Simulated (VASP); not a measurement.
# Si (a cell with a defect) in VASP: relaxation of the atoms with PBE

Aim: the relaxation of the atoms of Si (a cell with a defect) with PBE.

Program: VASP 6.6.1. These are calculated values, not measurements. Logs are shortened: lines on timing, memory, paths and dates and some standing lists are left out, and cuts for length are marked.

**1. The cell of the first run**

The cell holds a defect, 17 atoms: a = 7.679 Å, b = 7.679 Å, c = 7.679 Å, α = 60.00°, β = 60.00°, γ = 60.00°.

**2. Relaxation of the atoms, PBE**

Input file INCAR:

```
SYSTEM = Si
PREC     = Accurate       ! precision mode
ENCUT    = 520            ! plane-wave cutoff, eV
EDIFF    = 1E-6           ! SCF threshold, eV
ISMEAR   = 0              ! smearing method
SIGMA    = 0.02           ! smearing width, eV
LREAL    = Auto         
LASPH    = .TRUE.         ! aspherical terms in the spheres
NELM     = 60             ! most SCF steps
ALGO     = Normal         ! electronic algorithm
ISIF     = 2              ! what is computed and relaxed
LWAVE    = .FALSE.        ! write WAVECAR
LCHARG   = .FALSE.        ! write CHGCAR
GGA      = PE             ! functional
IBRION   = 2              ! ionic algorithm
NSW      = 80             ! ionic steps
EDIFFG   = -0.03          ! ionic threshold
```

Input file KPOINTS:

```
regular mesh
0
G
  2 2 2
  0 0 0
```

Input file POSCAR:

```
Si
1.0
    0.0000000000      5.4300000000      5.4300000000
    5.4300000000      0.0000000000      5.4300000000
    5.4300000000      5.4300000000      0.0000000000
Si
17
Direct
    0.0000000000      0.0000000000      0.0000000000
    0.1250000000      0.1250000000      0.1250000000
    0.0000000000      0.0000000000      0.5000000000
    0.1250000000      0.1250000000      0.6250000000
    0.0000000000      0.5000000000      0.0000000000
    0.1250000000      0.6250000000      0.1250000000
    0.0000000000      0.5000000000      0.5000000000
    0.1250000000      0.6250000000      0.6250000000
    0.5000000000      0.0000000000      0.0000000000
    0.6250000000      0.1250000000      0.1250000000
    0.5000000000      0.0000000000      0.5000000000
    0.6250000000      0.1250000000      0.6250000000
    0.5000000000      0.5000000000      0.0000000000
    0.6250000000      0.6250000000      0.1250000000
    0.5000000000      0.5000000000      0.5000000000
    0.6250000000      0.6250000000      0.6250000000
    0.3798911300      0.3721060800      0.3698962700
```

Potentials or basis: VASP PAW PBE potentials, release 64 (Si).

Launch:

```console
> cat potpaw_PBE.64/Si/POTCAR > POTCAR
> mpirun -np 1 vasp_std > vasp.out
```

OUTCAR:

```text
SYSTEM = Si
   PREC = Accurate
   ENCUT = 520
   EDIFF = 1E-6
   ISMEAR = 0
   LREAL = Auto
   LASPH = .TRUE.
   NELM = 60
   ISIF = 2
   GGA = PE
   IBRION = 2
   NSW = 80
   EDIFFG = -0.03

 ion  position               nearest neighbor table
   1  0.000  0.000  0.000-   2 2.35   4 2.35   6 2.35  10 2.35
   2  0.125  0.125  0.125-   1 2.35   3 2.35   5 2.35   9 2.35
   3  0.000  0.000  0.500-   2 2.35   4 2.35   8 2.35  12 2.35
   4  0.125  0.125  0.625-   1 2.35   3 2.35   7 2.35  11 2.35  17 2.73
   5  0.000  0.500  0.000-   2 2.35   6 2.35   8 2.35  14 2.35
   6  0.125  0.625  0.125-   1 2.35   5 2.35   7 2.35  13 2.35  17 2.71
   7  0.000  0.500  0.500-   4 2.35   6 2.35   8 2.35  16 2.35  17 2.38
   8  0.125  0.625  0.625-   3 2.35   5 2.35   7 2.35  15 2.35  17 2.76
   9  0.500  0.000  0.000-   2 2.35  10 2.35  12 2.35  14 2.35
  10  0.625  0.125  0.125-   1 2.35   9 2.35  11 2.35  13 2.35  17 2.67
  11  0.500  0.000  0.500-  17 2.33  10 2.35  12 2.35  16 2.35   4 2.35
  12  0.625  0.125  0.625-   3 2.35   9 2.35  11 2.35  15 2.35  17 2.72
  13  0.500  0.500  0.000-  17 2.32  10 2.35  14 2.35  16 2.35   6 2.35
  14  0.625  0.625  0.125-   5 2.35   9 2.35  13 2.35  15 2.35  17 2.70
  15  0.500  0.500  0.500-   8 2.35  12 2.35  14 2.35  16 2.35  17 2.37
  16  0.625  0.625  0.625-   7 2.35  11 2.35  13 2.35  15 2.35
  17  0.380  0.372  0.370-  13 2.32  11 2.33  15 2.37   7 2.38  10 2.67  14 2.70   6 2.71  12 2.72
                             4 2.73   8 2.76

  LATTYP: Found a face centered cubic cell.
 ALAT       =    10.8600000000

  Lattice vectors:

 A1 = (   0.0000000000,   5.4300000000,   5.4300000000)
 A2 = (   5.4300000000,   0.0000000000,   5.4300000000)
 A3 = (   5.4300000000,   5.4300000000,   0.0000000000)

Analysis of symmetry for initial positions (statically):
=====================================================================
 Subroutine PRICEL returns:
 Original cell was already a primitive cell.

 Routine SETGRP: Setting up the symmetry group for a
 face centered cubic supercell.

 Subroutine GETGRP returns: Found  1 space group operations
 (whereof  1 operations were pure point group operations)
 out of a pool of 48 trial point group operations.

The static configuration has the point symmetry C_1 .

Analysis of symmetry for dynamics (positions and initial velocities):
=====================================================================
 Subroutine PRICEL returns:
 Original cell was already a primitive cell.

 Routine SETGRP: Setting up the symmetry group for a
 face centered cubic supercell.

 Subroutine GETGRP returns: Found  1 space group operations
 (whereof  1 operations were pure point group operations)
 out of a pool of 48 trial point group operations.

The dynamic configuration has the point symmetry C_1 .

 Subroutine INISYM returns: Found  1 space group operations
 (whereof  1 operations are pure point group operations),
 and found     1 'primitive' translations

----------------------------------------------------------------------------------------

                                     Primitive cell

  volume of cell :     320.2060

  direct lattice vectors                    reciprocal lattice vectors
     0.000000000  5.430000000  5.430000000    -0.092081031  0.092081031  0.092081031
     5.430000000  0.000000000  5.430000000     0.092081031 -0.092081031  0.092081031
     5.430000000  5.430000000  0.000000000     0.092081031  0.092081031 -0.092081031

  length of vectors
     7.679179644  7.679179644  7.679179644     0.159489025  0.159489025  0.159489025

  position of ions in fractional coordinates (direct lattice)
     0.000000000  0.000000000  0.000000000
     0.125000000  0.125000000  0.125000000
     0.000000000  0.000000000  0.500000000
     0.125000000  0.125000000  0.625000000
     0.000000000  0.500000000  0.000000000
     0.125000000  0.625000000  0.125000000
[... 9 lines left out ...]
     0.625000000  0.625000000  0.625000000
     0.379891130  0.372106080  0.369896270

  ion indices of the primitive-cell ions
   primitive index   ion index
                 1           1
                 2           2
                 3           3
                 4           4
                 5           5
                 6           6
[... 9 lines left out ...]
                16          16
                17          17

----------------------------------------------------------------------------------------

 KPOINTS: regular mesh

Automatic generation of k-mesh.
 Grid dimensions read from file:
 generate k-points for:    2    2    2

 Generating k-lattice:

  Cartesian coordinates                     Fractional coordinates (reciprocal lattice)
    -0.046040516  0.046040516  0.046040516     0.500000000  0.000000000  0.000000000
     0.046040516 -0.046040516  0.046040516     0.000000000  0.500000000  0.000000000
     0.046040516  0.046040516 -0.046040516     0.000000000  0.000000000  0.500000000

  Length of vectors
     0.079744512  0.079744512  0.079744512

  Shift w.r.t. Gamma in fractional coordinates (k-lattice)
     0.000000000  0.000000000  0.000000000

 Subroutine IBZKPT returns following result:
 ===========================================

 Found      8 irreducible k-points:

 Following reciprocal coordinates:
            Coordinates               Weight
  0.000000  0.000000  0.000000      1.000000
  0.500000  0.000000  0.000000      1.000000
  0.000000  0.500000  0.000000      1.000000
  0.000000  0.000000  0.500000      1.000000
  0.500000  0.500000  0.500000      1.000000
  0.500000  0.500000  0.000000      1.000000
  0.000000  0.500000  0.500000      1.000000
  0.500000  0.000000  0.500000      1.000000
   k-points           NKPTS =      8   k-points in BZ     NKDIM =      8   number of bands    NBANDS=     43
   number of dos      NEDOS =    301   number of ions     NIONS =     17
   total plane-waves  NPLWV = 216000
   dimension x,y,z NGX =    60 NGY =   60 NGZ =   60
   dimension x,y,z NGXF=   120 NGYF=  120 NGZF=  120
   ions per type =              17
   NGX,Y,Z   is equivalent  to a cutoff of  12.99, 12.99, 12.99 a.u.
   NGXF,Y,Z  is equivalent  to a cutoff of  25.98, 25.98, 25.98 a.u.
 SYSTEM =  Si
   PREC   = accura    normal or accurate (medium, high low for compatibility)
   ISTART =      0    job   : 0-new  1-cont  2-samecut
   ICHARG =      2    charge: 1-file 2-atom 10-const
   ISPIN  =      1    spin polarized calculation?
   LNONCOLLINEAR =      F non collinear calculations
   LSORBIT =      F    spin-orbit coupling
   LASPH  =      T    aspherical Exc in radial PAW
   ENCUT  =  520.0 eV  38.22 Ry    6.18 a.u.  14.28 14.28 14.28*2*pi/ulx,y,z
   NELM   =     60;   NELMIN=  2; NELMDL= -5     # of ELM steps
   EDIFF  = 0.1E-05   stopping-criterion for ELM
   LREAL  =      T    real-space projection
   EDIFFG = -.3E-01   stopping-criterion for IOM
   NSW    =     80    number of steps for IOM
   IBRION =      2    ionic relax: 0-MD 1-quasi-New 2-CG
   NFREE  =      1    steps in history (QN), initial steepest desc. (CG)
   ISIF   =      2    stress and relaxation
   ISYM   =      2    0-nonsym 1-usesym 2-fastsym
   POTIM  = 0.5000    time-step for ionic-motion
   TEBEG  =    0.0;   TEEND  =   0.0 temperature during run
   PSTRESS=    0.0 pullay stress
   NELECT =      68.0000    total number of electrons
   NUPDOWN=      -1.0000    fix difference up-down
   EMIN   =  10.00;   EMAX   =-10.00  energy-range for DOS
   EFERMI =   0.00;   METHOD = LEGACY
   ISMEAR =     0;   SIGMA  =   0.02  broadening in eV -4-tet -1-fermi 0-gaus
   EFERMI_NEDOS =   21; number of points for ismear=-14 and -15
   IALGO  =     38    algorithm
   IMIX   =      4    mixing-type and parameters
     AMIX     =   0.40;   BMIX     =  1.00
     AMIX_MAG =   1.60;   BMIX_MAG =  1.00
  volume/ion in A,a.u.               =      18.84       127.11
  Fermi-wavevector in a.u.,A,eV,Ry     =   0.976715  1.845724 12.979587  0.953973
  Thomas-Fermi vector in A             =   2.107356
   LORBIT       =      0    0 simple, 1 ext, 2 COOP (PROOUT), +10 PAW based schemes
   GGA     = PE    functional components
   LHFCALC =     F    Hartree Fock is set to
   AEXX    =    0.0000 exact exchange contribution
   IVDW    =     0    specifies the selected vdW correction
   LEPSILON=     F    determine dielectric tensor
   LRPA    =     F    only Hartree local field effects (RPA)
 conjugate gradient relaxation of ions
 non-spin polarized calculation
 Gauss-broadening in eV      SIGMA  =   0.02
  energy-cutoff  :      520.00
  volume of cell :      320.21
 maximum number of plane-waves:      8646
 NGX is ok and might be reduce to    60
   NGX = 29   NGY = 29   NGZ = 29

--------------------------------------- Ionic step        1  -------------------------------------------

 number of electron      68.0000003 magnetization

 Free energy of the ion-electron system (eV)
  ---------------------------------------------------
  ext. energy  EPLUGINS =         0.00000000
  ---------------------------------------------------
  free energy    TOTEN  =       -87.86196830 eV

  energy without entropy =      -87.85811839  energy(sigma->0) =      -87.86004335

------------------------ aborting loop because EDIFF is reached ----------------------------------------

  FORCE on cell =-STRESS in cart. coord.  units (eV):
  Direction    XX          YY          ZZ          XY          YZ          ZX
  --------------------------------------------------------------------------------------
  -------------------------------------------------------------------------------------
  Total       11.6879959     11.6362865     11.6389162      0.1399171     -0.5547649     -0.0226030
  in kB       58.4818564     58.2231240     58.2362817      0.7000867     -2.7758120     -0.1130962
  external PRESSURE =      58.3137540 kB  Pullay stress =       0.0000000 kB
[... 291 lines left out ...]
  energy  without entropy=      -87.9860587329  energy(sigma->0) =      -87.98798694

--------------------------------------- Ionic step        7  -------------------------------------------

 number of electron      68.0000001 magnetization

 Free energy of the ion-electron system (eV)
  ---------------------------------------------------
  ext. energy  EPLUGINS =         0.00000000
  ---------------------------------------------------
  free energy    TOTEN  =       -87.98993874 eV

  energy without entropy =      -87.98608229  energy(sigma->0) =      -87.98801051

 E-fermi :   6.9202     XC(G=0):  -9.6742

 val. band max:        6.6802600284   @ k =   0.0000   0.0000   0.0000
 cond. band min:       6.9262121511   @ k =   0.5000   0.0000   0.5000
 fundamental gap:      0.2459521227
 Fermi energy:         6.9202042193

 k-point     1 :       0.0000    0.0000    0.0000
  band No.  band energies     occupation
      1      -6.3189      2.00000
      2      -3.7747      2.00000
      3      -3.6290      2.00000
      4      -3.6277      2.00000
      5      -3.6270      2.00000
      6      -2.8055      2.00000
[... 401 lines left out ...]
  FREE ENERGIE OF THE ION-ELECTRON SYSTEM (eV)
  ---------------------------------------------------
  free  energy   TOTEN  =       -87.9899387399 eV

  energy  without entropy=      -87.9860822859  energy(sigma->0) =      -87.98801051

 reached required accuracy - stopping structural energy minimisation
```

Wall time 9.5 min (1 thread of Oxide Virtual Turin-like, shared host); peak memory 0.49 GiB.

What came out:

| Item | Value |
| --- | --- |
| Free energy | -87.9899 eV |
| Energy gained by relaxing | 7.5 meV/atom |
| Ionic steps | 7 |
| Pressure after relaxing | 5.3 GPa |
| Largest force after relaxing | 0.022 eV/Å |
| Band gap on the k mesh | zero (bands 34 and 35 overlap by 0.25 eV) |

Forces on the atoms (eV/Å):
```
Si   0.000 -0.004 -0.005
Si   0.002  0.000 -0.001
Si   0.000 -0.004  0.003
Si  -0.005  0.008  0.006
Si   0.002  0.002 -0.003
Si  -0.007  0.006  0.010
Si   0.002 -0.010 -0.008
Si  -0.005  0.002  0.001
Si  -0.001  0.005  0.004
Si   0.008 -0.003  0.002
Si  -0.010  0.001  0.001
Si  -0.003 -0.006 -0.008
Si  -0.005  0.004 -0.002
Si  -0.005 -0.009 -0.006
Si   0.000  0.008  0.011
Si   0.006 -0.001  0.000
Si   0.021  0.000 -0.005
```

The path:
```
step  energy change (eV)  largest force (eV/Å)  pressure (GPa)
   1              0.0000                1.0776            5.83
   2             -0.1241                0.1221            5.36
   3             -0.1246                0.1504            5.34
   4             -0.1273                0.0648            5.34
   5             -0.1274                0.0715            5.34
   6             -0.1279                0.0311            5.35
   7             -0.1280                0.0218            5.35
```

Final structure:
```yaml
crystal:
  lattice:
    - [0.00000, 5.43000, 5.43000]
    - [5.43000, 0.00000, 5.43000]
    - [5.43000, 5.43000, 0.00000]
  atoms:
    - { symbol: Si, position: [0.00061, 0.00044, 0.00039] }
    - { symbol: Si, position: [0.12495, 0.12503, 0.12505] }
    - { symbol: Si, position: [0.00050, 0.00031, 0.49874] }
    - { symbol: Si, position: [0.12209, 0.12188, 0.62797] }
    - { symbol: Si, position: [0.00053, 0.49869, 0.00030] }
    - { symbol: Si, position: [0.12210, 0.62801, 0.12183] }
    - { symbol: Si, position: [0.99480, 0.50174, 0.50176] }
    - { symbol: Si, position: [0.12210, 0.62794, 0.62792] }
    - { symbol: Si, position: [0.49852, 0.00046, 0.00042] }
    - { symbol: Si, position: [0.62814, 0.12190, 0.12183] }
    - { symbol: Si, position: [0.50229, 0.99297, 0.50243] }
    - { symbol: Si, position: [0.62808, 0.12188, 0.62799] }
    - { symbol: Si, position: [0.50247, 0.50260, 0.99243] }
    - { symbol: Si, position: [0.62809, 0.62802, 0.12183] }
    - { symbol: Si, position: [0.50183, 0.50189, 0.50191] }
    - { symbol: Si, position: [0.62616, 0.62431, 0.62380] }
    - { symbol: Si, position: [0.37664, 0.37403, 0.37332] }
```

Levels at points of the mesh, in eV from the Fermi level:
```tsv
k point	band 32	band 33	band 34	band 35	band 36	band 37
(0.00, 0.00, 0.00)	-0.83	-0.83	-0.25	-0.25	-0.24	0.08
(0.50, 0.00, 0.00)	-1.44	-1.44	-0.35	0.52	0.53	0.89
(0.00, 0.50, 0.00)	-1.44	-1.44	-0.35	0.52	0.54	0.89
(0.00, 0.00, 0.50)	-1.44	-1.44	-0.35	0.52	0.54	0.89
(0.50, 0.50, 0.50)	-1.44	-1.44	-0.35	0.52	0.53	0.89
(0.50, 0.50, 0.00)	-1.90	-1.00	0.01	0.71	1.01	1.02
(0.00, 0.50, 0.50)	-1.90	-1.00	0.01	0.71	1.01	1.02
(0.50, 0.00, 0.50)	-1.90	-1.00	0.01	0.71	1.02	1.02
```

Caveat: the k points lie up to 0.50 Å⁻¹ apart.
